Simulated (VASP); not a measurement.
# CuO2 (Fm-3m) in VASP: single point with PBEsol+U

Aim: the single point of CuO2 with PBEsol+U.

All numbers are computed with VASP 6.6.1; they aren't measurements. Logs are shortened: lines on timing, memory, paths and dates and some standing lists are left out, and cuts for length are marked.

**1. The cell of the first run**

Symmetry: Fm-3m, No. 225, cubic system. Conventional cell: a = 4.769 Å, b = 4.769 Å, c = 4.769 Å, α = 90.00°, β = 90.00°, γ = 90.00°. Cu (site symmetry m-3m) has 8 O at 2.07 Å within 2.7 Å. Within 2.7 Å of O (site symmetry -43m) lie 4 Cu at 2.07 Å and 6 O at 2.38 Å.

**2. Single point, PBEsol+U**

File INCAR:

```
PREC = Accurate
ENCUT = 1340
EDIFF = 1E-6
ISMEAR = 0
SIGMA = 0.05
LREAL = F
LASPH = T
NELM = 200
ALGO = Normal
ISIF = 2
LWAVE = F
LCHARG = F
LMAXMIX = 4
LDAU = T
LDAUTYPE = 2
LDAUL = 2 -1
LDAUU = 4 0
LDAUJ = 0 0
LDAUPRINT = 1
GGA = PS
NBANDS = 22
GGA_COMPAT = F
```

File KPOINTS:

```
Automatic mesh
0
Gamma
  16 16 16
```

File POSCAR:

```
CuO2
1.0
    0.0000000000      2.3844798727      2.3844798727
    2.3844798727      0.0000000000      2.3844798727
    2.3844798727      2.3844798727      0.0000000000
Cu O
1 2
Direct
    0.0000000000      0.0000000000      0.0000000000
    0.2500000000      0.2500000000      0.2500000000
    0.7500000000      0.7500000000      0.7500000000
```

Potentials or basis: VASP PAW PBE potentials, release 64 (Cu_sv_GW, O_h).

On the command line:

```console
> cat potpaw_PBE.64/Cu_sv_GW/POTCAR potpaw_PBE.64/O_h/POTCAR > POTCAR
> mpirun -np 1 vasp_std > vasp.out
```

OUTCAR:

```text
PREC = Accurate
   ENCUT = 1340
   EDIFF = 1E-6
   ISMEAR = 0
   LREAL = F
   LASPH = T
   NELM = 200
   ISIF = 2
   GGA = PS

 ion  position               nearest neighbor table
   1  0.000  0.000  0.000-   3 2.07   3 2.07   3 2.07   2 2.07   3 2.07   2 2.07   2 2.07   2 2.07

   2  0.250  0.250  0.250-   1 2.07   1 2.07   1 2.07   1 2.07
   3  0.750  0.750  0.750-   1 2.07   1 2.07   1 2.07   1 2.07

  LATTYP: Found a face centered cubic cell.
 ALAT       =     4.7689597454

  Lattice vectors:

 A1 = (   0.0000000000,   2.3844798727,   2.3844798727)
 A2 = (   2.3844798727,   0.0000000000,   2.3844798727)
 A3 = (   2.3844798727,   2.3844798727,   0.0000000000)

Analysis of symmetry for initial positions (statically):
=====================================================================
 Subroutine PRICEL returns:
 Original cell was already a primitive cell.

 Routine SETGRP: Setting up the symmetry group for a
 face centered cubic supercell.

 Subroutine GETGRP returns: Found 48 space group operations
 (whereof 48 operations were pure point group operations)
 out of a pool of 48 trial point group operations.

The static configuration has the point symmetry O_h .

Analysis of symmetry for dynamics (positions and initial velocities):
=====================================================================
 Subroutine PRICEL returns:
 Original cell was already a primitive cell.

 Routine SETGRP: Setting up the symmetry group for a
 face centered cubic supercell.

 Subroutine GETGRP returns: Found 48 space group operations
 (whereof 48 operations were pure point group operations)
 out of a pool of 48 trial point group operations.

The dynamic configuration has the point symmetry O_h .

 Subroutine INISYM returns: Found 48 space group operations
 (whereof 48 operations are pure point group operations),
 and found     1 'primitive' translations

[... 137 lines left out ...]

atom =   1  type =  1  l = 2

 onsite density matrix

spin component  1

  0.8439 -0.0000 -0.0000  0.0000 -0.0000
 -0.0000  0.8439  0.0000  0.0000  0.0000
 -0.0000  0.0000  0.9440 -0.0000 -0.0000
  0.0000  0.0000 -0.0000  0.8439 -0.0000
 -0.0000  0.0000 -0.0000 -0.0000  0.9440

spin component  2

  0.8439 -0.0000 -0.0000  0.0000 -0.0000
 -0.0000  0.8439  0.0000  0.0000  0.0000
 -0.0000  0.0000  0.9440 -0.0000 -0.0000
  0.0000  0.0000 -0.0000  0.8439 -0.0000
 -0.0000  0.0000 -0.0000 -0.0000  0.9440

 occupancies and eigenvectors

  o =  0.8439  v =  0.0000 -0.6579  0.0000  0.7531 -0.0000  0.0000  0.0000  0.0000  0.0000  0.0000      0.0000  0.0000  0.0000  0.0000  0.0000  0.0000  0.0000  0.0000  0.0000  0.0000
  o =  0.8439  v =  0.0000  0.0000  0.0000  0.0000  0.0000  0.0000 -0.6579  0.0000  0.7531 -0.0000      0.0000  0.0000  0.0000  0.0000  0.0000  0.0000  0.0000  0.0000  0.0000  0.0000
  o =  0.8439  v =  1.0000  0.0000  0.0000  0.0000  0.0000  0.0000  0.0000  0.0000  0.0000  0.0000      0.0000  0.0000  0.0000  0.0000  0.0000  0.0000  0.0000  0.0000  0.0000  0.0000
  o =  0.8439  v =  0.0000  0.0000  0.0000  0.0000  0.0000  1.0000  0.0000  0.0000  0.0000  0.0000      0.0000  0.0000  0.0000  0.0000  0.0000  0.0000  0.0000  0.0000  0.0000  0.0000
  o =  0.8439  v =  0.0000 -0.7531  0.0000 -0.6579 -0.0000  0.0000  0.0000  0.0000  0.0000  0.0000      0.0000  0.0000  0.0000  0.0000  0.0000  0.0000  0.0000  0.0000  0.0000  0.0000
  o =  0.8439  v =  0.0000  0.0000  0.0000  0.0000  0.0000  0.0000 -0.7531  0.0000 -0.6579 -0.0000      0.0000  0.0000  0.0000  0.0000  0.0000  0.0000  0.0000  0.0000  0.0000  0.0000
  o =  0.9440  v =  0.0000  0.0000  0.0000  0.0000  0.0000  0.0000  0.0000  0.1231  0.0000 -0.9924      0.0000  0.0000  0.0000  0.0000  0.0000  0.0000  0.0000  0.0000  0.0000  0.0000
  o =  0.9440  v =  0.0000  0.0000  0.1231  0.0000 -0.9924  0.0000  0.0000  0.0000  0.0000  0.0000      0.0000  0.0000  0.0000  0.0000  0.0000  0.0000  0.0000  0.0000  0.0000  0.0000
  o =  0.9440  v =  0.0000  0.0000 -0.9924  0.0000 -0.1231  0.0000  0.0000  0.0000  0.0000  0.0000      0.0000  0.0000  0.0000  0.0000  0.0000  0.0000  0.0000  0.0000  0.0000  0.0000
  o =  0.9440  v =  0.0000  0.0000  0.0000  0.0000  0.0000  0.0000  0.0000 -0.9924  0.0000 -0.1231      0.0000  0.0000  0.0000  0.0000  0.0000  0.0000  0.0000  0.0000  0.0000  0.0000

 number of electron      30.9999998 magnetization

 Free energy of the ion-electron system (eV)
  ---------------------------------------------------
  ext. energy  EPLUGINS =         0.00000000
  ---------------------------------------------------
  free energy    TOTEN  =       -12.22376264 eV

  energy without entropy =      -12.20675727  energy(sigma->0) =      -12.21525995

 E-fermi :   4.9610     XC(G=0): -12.6264

 val. band max:        4.9602029014   @ k =  -0.2500   0.3750   0.1250
 cond. band min:       4.9614135354   @ k =  -0.3125   0.3125   0.1250
 fundamental gap:      0.0012106339
 Fermi energy:         4.9609950634

 k-point     1 :       0.0000    0.0000    0.0000
  band No.  band energies     occupation
      1    -106.6784      2.00000
      2     -64.2030      2.00000
      3     -64.2030      2.00000
      4     -64.2030      2.00000
      5     -15.0137      2.00000
      6     -10.7217      2.00000
[... 589 lines left out ...]
     21      17.4371      0.00000
     22      24.1760      0.00000

 [... further k-points ...]

------------------------ aborting loop because EDIFF is reached ----------------------------------------

  FORCE on cell =-STRESS in cart. coord.  units (eV):
  Direction    XX          YY          ZZ          XY          YZ          ZX
  --------------------------------------------------------------------------------------
  -------------------------------------------------------------------------------------
  Total       -0.4217901     -0.4217901     -0.4217901      0.0000000      0.0000000      0.0000000
  in kB      -24.9227498    -24.9227498    -24.9227498      0.0000000      0.0000000      0.0000000
  external PRESSURE =     -24.9227498 kB  Pullay stress =       0.0000000 kB

 VOLUME and BASIS-vectors are now :
 -----------------------------------------------------------------------------
  energy-cutoff  :     1340.00
  volume of cell :       27.12
      direct lattice vectors                 reciprocal lattice vectors
     0.000000000  2.384479873  2.384479873    -0.209689335  0.209689335  0.209689335
     2.384479873  0.000000000  2.384479873     0.209689335 -0.209689335  0.209689335
     2.384479873  2.384479873  0.000000000     0.209689335  0.209689335 -0.209689335

 POSITION                                       TOTAL-FORCE (eV/Angst)
 -----------------------------------------------------------------------------------
      0.00000      0.00000      0.00000         0.000000      0.000000     -0.000000
      1.19224      1.19224      1.19224        -0.000000     -0.000000     -0.000000
      3.57672      3.57672      3.57672         0.000000      0.000000      0.000000
 -----------------------------------------------------------------------------------
    total drift:                               -0.000000      0.000000      0.000000

  FREE ENERGIE OF THE ION-ELECTRON SYSTEM (eV)
  ---------------------------------------------------
  free  energy   TOTEN  =       -12.2237626364 eV

  energy  without entropy=      -12.2067572656  energy(sigma->0) =      -12.21525995
```

stdout:

```text
POSCAR found type information on POSCAR CuO
 POSCAR found :  2 types and       3 ions
 scaLAPACK will be used
 -----------------------------------------------------------------------------
|                                                                             |
|                                                                             |
|     You enforced a specific xc type in the INCAR file but a different       |
|     I HOPE YOU KNOW WHAT YOU ARE DOING!                                     |
|                                                                             |
 -----------------------------------------------------------------------------

 LDA part: xc-table for (Slater+PW92), standard interpolation
 POSCAR, INCAR and KPOINTS ok, starting setup
 FFT: planning ... GRIDC
 FFT: planning ... GRID_SOFT
 FFT: planning ... GRID
 WAVECAR not read
 entering main loop
```

Run time: 4.3 min. Hardware: 1 thread of AMD EPYC 9R45 (Zen 5), shared host; peak memory 0.53 GiB.

Results:

```yaml
Free_energy: -12.2238 eV
Pressure: -2.5 GPa
Band_gap_on_the_k_mesh: zero (an odd number of electrons rules out a gap without spin polarisation)
```

Levels at points of the mesh, in eV from the Fermi level:
```tsv
k point	band 13	band 14	band 15	band 16	band 17	band 18	band 19	band 20
(0.00, 0.00, 0.00)	-1.03	-1.03	-0.09	-0.09	-0.09	6.19	12.08	12.08
(0.50, 0.00, 0.00)	-2.96	-2.96	-2.36	0.01	0.01	10.29	10.95	16.04
(0.50, 0.50, 0.00)	-3.02	-2.52	0.09	0.70	0.70	8.83	12.47	12.92
```

Eigenvalues of the final occupation matrices:
| site | spin | trace | eigenvalues |
| --- | --- | --- | --- |
| site 1 d | 1 | 4.42 | 0.84 0.84 0.84 0.94 0.94 |
| site 1 d | 2 | 4.42 | 0.84 0.84 0.84 0.94 0.94 |

Caveat: the PAW data sets were made with another functional, which shifts forces and pressure a little; an odd number of electrons without spin polarisation forces a metal; a magnetic or distorted state may lie lower; U without spin polarisation on a metal has little footing.
